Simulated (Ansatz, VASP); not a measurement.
TaN: VASP beside Ansatz

```xyz
6
Lattice="5.2022 0.0000 0.0000 -2.6011 4.5053 0.0000 0.0000 0.0000 2.9177" Properties=species:S:1:pos:R:3 pbc="T T T"
Ta    0.0000    0.0000    0.0000
Ta    0.0000    3.0035    1.4588
Ta    2.6011    1.5018    1.4588
N     2.6011    0.0000    0.0000
N     1.3006    2.2526    0.0000
N    -1.3006    2.2526    0.0000
```

Change from the starting cell: volume scaled by 1.01.

Alike in both runs: task single point; functional LDA; k mesh 5 × 5 × 8; occupations fermi-dirac, width 0.03 eV; no spin polarisation.

|  | VASP | Ansatz |
| --- | --- | --- |
| version | VASP 6.6.1 | Ansatz 0.2.0 |
| potentials or method | VASP PAW LDA potentials, release 64 (Ta_pv, N), cutoff 520 eV | all-electron LAPW, scalar-relativistic |

Ansatz gave:

* pressure (GPa): -7.8
* traceless stress, the component that is largest in VASP (GPa): -2.49

Task: Which values does VASP return?

Result: Pressure (GPa): -6.2; traceless stress, the component that is largest in VASP (GPa): -2.08.

LDA's correlation is that of Perdew and Zunger in VASP and of Perdew and Wang (1992) in Ansatz. Ansatz ran all-electron here, and VASP with PAW potentials.

Neither program's run includes spin-orbit coupling.
